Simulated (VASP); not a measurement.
# Sc (Fd-3m) in VASP: a series of runs

Runs on Sc. Level: BLYP. Tasks: relaxation of cell and atoms, single point.

Everything below comes from runs of VASP 6.6.1. Logs are shortened: lines on timing, memory, paths and dates and some standing lists are left out, and cuts for length are marked.

**1. The cell of the first run**

It takes space group Fd-3m (No. 227, cubic). Conventional cell: a = 6.463 Å, b = 6.463 Å, c = 6.463 Å, α = 90.00°, β = 90.00°, γ = 90.00°. Sc (site symmetry -43m) has 4 Sc at 2.80 Å within 3.7 Å.

This isn't the form of Sc at room conditions, which is hcp.

**2. Relaxation of cell and atoms, BLYP**

File INCAR:

```
PREC = Accurate ; ENCUT = 600
EDIFF = 1E-6 ; ISMEAR = -1
SIGMA = 0.1 ; LREAL = F
LASPH = T ; NELM = 100
ALGO = Normal ; ISIF = 3
LWAVE = F ; LCHARG = F
GGA = B5 ; ALDAX = 1.0
AGGAX = 1.0 ; AGGAC = 1.0
ALDAC = 0.0 ; IBRION = 2
NSW = 80 ; EDIFFG = -0.01
```

File KPOINTS:

```
regular mesh
0
Gamma
  9 9 9
```

File POSCAR:

```
Sc
1.0
    0.0000000000      3.2317434665      3.2317434665
    3.2317434665      0.0000000000      3.2317434665
    3.2317434665      3.2317434665      0.0000000000
Sc
2
Direct
    0.1250000000      0.1250000000      0.1250000000
    0.8750000000      0.8750000000      0.8750000000
```

Potentials or basis: VASP PAW PBE potentials, release 64 (Sc_sv).

The run is started by

```sh
$ cat potpaw_PBE.64/Sc_sv/POTCAR > POTCAR
$ mpirun -np 1 vasp_std > vasp.out
```

OUTCAR:

```text
PREC = Accurate
   ENCUT = 600
   EDIFF = 1E-6
   ISMEAR = -1
   LREAL = F
   LASPH = T
   NELM = 100
   ISIF = 3
   GGA = B5
   IBRION = 2
   NSW = 80
   EDIFFG = -0.01

 ion  position               nearest neighbor table
   1  0.125  0.125  0.125-   2 2.80   2 2.80   2 2.80   2 2.80
   2  0.875  0.875  0.875-   1 2.80   1 2.80   1 2.80   1 2.80

  LATTYP: Found a face centered cubic cell.
 ALAT       =     6.4634869330

  Lattice vectors:

 A1 = (   0.0000000000,   3.2317434665,   3.2317434665)
 A2 = (   3.2317434665,   0.0000000000,   3.2317434665)
 A3 = (   3.2317434665,   3.2317434665,   0.0000000000)

Analysis of symmetry for initial positions (statically):
=====================================================================
 Subroutine PRICEL returns:
 Original cell was already a primitive cell.

 Routine SETGRP: Setting up the symmetry group for a
 face centered cubic supercell.

 Subroutine GETGRP returns: Found 48 space group operations
 (whereof 12 operations were pure point group operations)
 out of a pool of 48 trial point group operations.

The static configuration has the point symmetry D_3d.
 The point group associated with its full space group is O_h .

Analysis of symmetry for dynamics (positions and initial velocities):
=====================================================================
 Subroutine PRICEL returns:
 Original cell was already a primitive cell.

 Routine SETGRP: Setting up the symmetry group for a
 face centered cubic supercell.

 Subroutine GETGRP returns: Found 48 space group operations
 (whereof 12 operations were pure point group operations)
 out of a pool of 48 trial point group operations.

The dynamic configuration has the point symmetry D_3d.
 The point group associated with its full space group is O_h .

 Subroutine INISYM returns: Found 48 space group operations
 (whereof 12 operations are pure point group operations),
 and found     1 'primitive' translations

----------------------------------------------------------------------------------------

                                     Primitive cell

  volume of cell :      67.5057

  direct lattice vectors                    reciprocal lattice vectors
     0.000000000  3.231743467  3.231743467    -0.154715251  0.154715251  0.154715251
     3.231743467  0.000000000  3.231743467     0.154715251 -0.154715251  0.154715251
     3.231743467  3.231743467  0.000000000     0.154715251  0.154715251 -0.154715251

  length of vectors
     4.570375440  4.570375440  4.570375440     0.267974675  0.267974675  0.267974675

  position of ions in fractional coordinates (direct lattice)
[... 104 lines left out ...]
   GGA     = B5    functional components
   LHFCALC =     F    Hartree Fock is set to
   AEXX    =    0.0000 exact exchange contribution
   IVDW    =     0    specifies the selected vdW correction
   LEPSILON=     F    determine dielectric tensor
   LRPA    =     F    only Hartree local field effects (RPA)
 conjugate gradient relaxation of ions
 non-spin polarized calculation
  energy-cutoff  :      600.00
  volume of cell :       67.51
 maximum number of plane-waves:      2285
 NGX is ok and might be reduce to    40
   NGX = 19   NGY = 19   NGZ = 19

--------------------------------------- Ionic step        1  -------------------------------------------

 number of electron      22.0000002 magnetization

 Free energy of the ion-electron system (eV)
  ---------------------------------------------------
  ext. energy  EPLUGINS =         0.00000000
  ---------------------------------------------------
  free energy    TOTEN  =        -7.29068448 eV

  energy without entropy =       -7.10842088  energy(sigma->0) =       -7.19955268

------------------------ aborting loop because EDIFF is reached ----------------------------------------

  FORCE on cell =-STRESS in cart. coord.  units (eV):
  Direction    XX          YY          ZZ          XY          YZ          ZX
  --------------------------------------------------------------------------------------
  -------------------------------------------------------------------------------------
  Total        0.5606832      0.5606832      0.5606832      0.0000000      0.0000000      0.0000000
  in kB       13.3072252     13.3072252     13.3072252      0.0000000      0.0000000      0.0000000
  external PRESSURE =      13.3072252 kB  Pullay stress =       0.0000000 kB
[... 95 lines left out ...]
--------------------------------------- Ionic step        4  -------------------------------------------

 number of electron      21.9999998 magnetization

 Free energy of the ion-electron system (eV)
  ---------------------------------------------------
  ext. energy  EPLUGINS =         0.00000000
  ---------------------------------------------------
  free energy    TOTEN  =        -7.34180576 eV

  energy without entropy =       -7.09214123  energy(sigma->0) =       -7.21697350

 E-fermi :   1.5010     XC(G=0):  -7.2720

 val. band max:        1.4883891203   @ k =   0.4444   0.1111   0.0000
 cond. band min:       1.5050549157   @ k =   0.3333   0.0000   0.0000
 fundamental gap:      0.0166657955
 Fermi energy:         1.5009693428

 k-point     1 :       0.0000    0.0000    0.0000
  band No.  band energies     occupation
      1     -48.3412      2.00000
      2     -48.2217      2.00000
      3     -27.2045      2.00000
      4     -27.2045      2.00000
      5     -27.2045      2.00000
      6     -26.9540      2.00000
      7     -26.9540      2.00000
      8     -26.9540      2.00000
      9      -2.2031      2.00000
     10       1.6231      0.45546
     11       1.6231      0.45546
     12       1.6905      0.26135
     13       1.6905      0.26135
     14       1.6905      0.26135
[... 401 lines left out ...]
      2     -48.2712      2.00000
      3     -27.2569      2.00000
      4     -27.2569      2.00000
      5     -27.1040      2.00000
      6     -27.0607      2.00000
      7     -26.9021      2.00000
      8     -26.9021      2.00000
      9       0.2608      1.99999
     10       0.9271      1.99358
     11       1.1867      1.91725
     12       1.3192      1.72069
     13       1.8961      0.03772
     14       1.8961      0.03772
     15       2.7301      0.00001

 [... further k-points ...]

------------------------ aborting loop because EDIFF is reached ----------------------------------------

  FORCE on cell =-STRESS in cart. coord.  units (eV):
  Direction    XX          YY          ZZ          XY          YZ          ZX
  --------------------------------------------------------------------------------------
  -------------------------------------------------------------------------------------
  Total       -0.0013772     -0.0013772     -0.0013772      0.0000000     -0.0000000      0.0000000
  in kB       -0.0271810     -0.0271810     -0.0271810      0.0000000     -0.0000000      0.0000000
  external PRESSURE =      -0.0271810 kB  Pullay stress =       0.0000000 kB
[... 17 lines left out ...]
  FREE ENERGIE OF THE ION-ELECTRON SYSTEM (eV)
  ---------------------------------------------------
  free  energy   TOTEN  =        -7.3418057627 eV

  energy  without entropy=       -7.0921412322  energy(sigma->0) =       -7.21697350

 reached required accuracy - stopping structural energy minimisation
```

OSZICAR:

```text
N       E                     dE             d eps       ncg     rms          rms(c)
DAV:   1     0.431646910627E+03    0.43165E+03   -0.11420E+04  1058   0.161E+03
DAV:   2     0.163930922376E+02   -0.41525E+03   -0.40985E+03  1459   0.643E+02
DAV:   3    -0.735015731966E+01   -0.23743E+02   -0.23293E+02  1697   0.193E+02
[... 35 lines left out ...]
DAV:   3    -0.734253769810E+01    0.27732E-02   -0.14024E-02  1456   0.976E-01    0.338E-01
DAV:   4    -0.734175511283E+01    0.78259E-03   -0.73175E-03  1100   0.547E-01    0.336E-02
DAV:   5    -0.734182000666E+01   -0.64894E-04   -0.91111E-04  1799   0.258E-01    0.387E-02
DAV:   6    -0.734180366237E+01    0.16344E-04   -0.18319E-04  1615   0.856E-02    0.282E-03
DAV:   7    -0.734180539895E+01   -0.17366E-05   -0.34553E-06  1078   0.137E-02    0.141E-03
DAV:   8    -0.734180576266E+01   -0.36371E-06   -0.28916E-07   707   0.695E-03
   4 F= -.73418058E+01 E0= -.72169735E+01  d E =-.511213E-01
```

CONTCAR:

```text
Sc
   1.00000000000000
     0.0000000000000000    3.4366747322730724    3.4366747322730724
     3.4366747322730724    0.0000000000000000    3.4366747322730724
     3.4366747322730724    3.4366747322730724    0.0000000000000000
  Sc
     2
Direct
     0.1250000000000000    0.1250000000000000    0.1250000000000000
     0.8750000000000000    0.8750000000000000    0.8750000000000000

  0.00000000E+00  0.00000000E+00  0.00000000E+00
  0.00000000E+00  0.00000000E+00  0.00000000E+00
```

It took 2.2 min on 1 thread of Intel Xeon 6975P-C (Granite Rapids), shared host; peak memory 0.26 GiB.

What came out:

- Free energy: -7.3418 eV
- Relaxed volume: 40.59 Å³/atom
- Relaxed cell: a = 4.860 Å, b = 4.860 Å, c = 4.860 Å, α = 60.00°, β = 60.00°, γ = 60.00°
- Space group after relaxing (to 0.1 Å): Fd-3m (No. 227)
- Energy gained by relaxing: 25.6 meV/atom
- Ionic steps: 4
- Pressure after relaxing: 0.0 GPa
- Band gap on the k mesh: zero (bands 11 and 12 overlap by 0.65 eV)

The path:
```tsv
step	energy change (eV)	largest force (eV/Å)	pressure (GPa)	volume (Å³)
1	0.0000	0.0000	1.33	67.51
2	-0.0198	0.0000	0.96	70.28
3	-0.0499	0.0000	0.16	79.06
4	-0.0511	0.0000	0.00	81.18
```

Final structure:
```
CELL_PARAMETERS angstrom
0.00000 3.43667 3.43667
3.43667 0.00000 3.43667
3.43667 3.43667 0.00000
ATOMIC_POSITIONS crystal
Sc 0.12500 0.12500 0.12500
Sc 0.87500 0.87500 0.87500
```

Levels at points of the mesh, in eV from the Fermi level:
| k point | band 8 | band 9 | band 10 | band 11 | band 12 | band 13 | band 14 | band 15 |
| --- | --- | --- | --- | --- | --- | --- | --- | --- |
| (0.00, 0.00, 0.00) | -28.45 | -3.70 | 0.12 | 0.12 | 0.19 | 0.19 | 0.19 | 1.38 |

Caveat: the volume moved by over 15 % at a fixed basis, so the end points are rough; the PAW data sets were made with another functional, which shifts forces and pressure a little.

**3. Single point, BLYP**

This run uses another cell than the first one, of 40.86 Å³/atom.

File INCAR:

```
AGGAC = 1.0
AGGAX = 1.0
ALDAC = 0.0
ALDAX = 1.0
ALGO = Normal
EDIFF = 1E-6
ENCUT = 520
GGA = B5
ISIF = 2
ISMEAR = -1
LASPH = True
LCHARG = False
LREAL = False
LWAVE = False
NBANDS = 18
NELM = 80
PREC = Accurate
SIGMA = 0.1
```

File KPOINTS:

```
k-points
0
Gamma
  13 13 13
```

File POSCAR:

```
Sc
1.0
    0.0000000000      3.4442094216      3.4442094216
    3.4442094216      0.0000000000      3.4442094216
    3.4442094216      3.4442094216      0.0000000000
Sc
2
Direct
    0.1250000000      0.1250000000      0.1250000000
    0.8750000000      0.8750000000      0.8750000000
```

Potentials or basis: VASP PAW PBE potentials, release 64 (Sc_sv).

The run is started by

```sh
$ cat potpaw_PBE.64/Sc_sv/POTCAR > POTCAR
$ mpirun -np 1 vasp_std > vasp.out
```

It took 64 s on 1 thread of Intel Xeon 6975P-C (Granite Rapids), shared host; peak memory 0.26 GiB.

Results (log left out):

- Free energy: -7.3436 eV
- Pressure: 0.0 GPa
- Band gap on the k mesh: zero (bands 11 and 12 overlap by 0.68 eV)

Levels at points of the mesh, in eV from the Fermi level:
```tsv
k point	band 8	band 9	band 10	band 11	band 12	band 13	band 14	band 15
(0.00, 0.00, 0.00)	-28.47	-3.69	0.13	0.13	0.19	0.19	0.19	1.37
```

Caveat: the PAW data sets were made with another functional, which shifts forces and pressure a little.
